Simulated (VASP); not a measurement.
Input of a VASP 6.6.1 run:

Contents of INCAR:

```
SYSTEM = AgCl
  PREC = Accurate
  ENCUT = 520
  EDIFF = 1E-8
  ISMEAR = 0
  SIGMA = 0.01
  LREAL = .False.
  LASPH = .True.
  NELM = 100
  ALGO = Normal
  ISIF = 2
  LWAVE = .False.
  LCHARG = .True.
  GGA = PE
  NBANDS = 16
  IBRION = 8
  NSW = 1
  LEPSILON = .True.
```

KPOINTS

```
Automatic mesh
0
Gamma
  8 8 8
  0 0 0
```

The input POSCAR:

```
AgCl
1.0
    0.0000000000      2.8059586988      2.8059586988
    2.8059586988      0.0000000000      2.8059586988
    2.8059586988      2.8059586988      0.0000000000
Ag Cl
1 1
Direct
    0.0000000000      0.0000000000      0.0000000000
    0.5000000000      0.5000000000      0.5000000000
```

Potentials or basis: VASP PAW PBE potentials, release 64 (Ag, Cl).

Command:

```sh
$ cat potpaw_PBE.64/Ag/POTCAR potpaw_PBE.64/Cl/POTCAR > POTCAR
$ mpirun -np 1 vasp_std > vasp.out
```

Q: Estimate the electronic dielectric tensor (diagonal).

A: 4.94.

Q: What does it give for the Born charges (mean of the diagonal)?

A: Ag +1.45; Cl -1.45 e.

Q: What does it give for the highest phonon frequency at Γ, LO-TO splitting left out?

A: 90 cm⁻¹.

Electronic dielectric tensor:
```
4.94 0.00 0.00
0.00 4.94 0.00
0.00 0.00 4.94
```
